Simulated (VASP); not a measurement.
Set up this calculation in VASP 6.6.1, as the native input.

| Item | Value |
| --- | --- |
| Task | single point |
| Functional | PBE |
| Potentials or basis | VASP PAW PBE potentials, release 64 (Sn_d, Se) |
| Cutoff | 520 eV |
| k mesh | 6 × 6 × 2 |
| Occupations | fermi-dirac, width 0.069 eV |
| Spin | no spin polarisation |
| Dipole correction | no |
| Further INCAR settings | ALGO = Normal; EDIFF = 1e-06; NBANDS = 28 |

The structure of SnSe lies in POSCAR:

```
SnSe
1.0
    5.0747781503      0.0000000000      0.0000000000
   -2.5373890752      4.3948867967      0.0000000000
    0.0000000000      0.0000000000      6.1736757433
Sn Se
2 2
Direct
    0.3152851135      0.6664917973     -0.0357054710
    0.6696841324      0.3214951978      0.4639372262
    0.3121112457      0.6312856573      0.4038893689
    0.7104830167      0.3867726471      0.9146066679
```

The input as run:

INCAR

```
  PREC = Accurate
  ENCUT = 520
  EDIFF = 1E-6
  ISMEAR = -1
  SIGMA = 0.069
  LREAL = F
  LASPH = T
  NELM = 100
  ALGO = Normal
  ISIF = 2
  LWAVE = F
  LCHARG = T
  GGA = PE
  LELF = T
  LVHAR = T
  NBANDS = 28
```

KPOINTS

```
regular mesh
0
Gamma
  6 6 2
```

Potentials or basis: VASP PAW PBE potentials, release 64 (Sn_d, Se).

Run with:

```sh
$ cat potpaw_PBE.64/Sn_d/POTCAR potpaw_PBE.64/Se/POTCAR > POTCAR
$ mpirun -np 1 vasp_std > vasp.out
```

It gave:

| Item | Value |
| --- | --- |
| Pressure | 2.2 GPa |
| Largest force | 0.713 eV/Å |
| Band gap on the k mesh | 0.60 eV (least direct gap 0.99 eV) |

Caveat: the k points lie up to 0.51 Å⁻¹ apart; the atoms stand as in a frame of molecular dynamics; the structure was generated, so it needn't be the stable form of SnSe; semilocal functionals underestimate gaps, and a narrow one can read as zero; spin-orbit coupling is left out, which moves the levels of the heavy elements.

Run time: 2.7 min on 1 thread of Intel(R) Xeon(R) Platinum 8559C (Emerald Rapids) (shared host), peak memory 0.32 GiB.
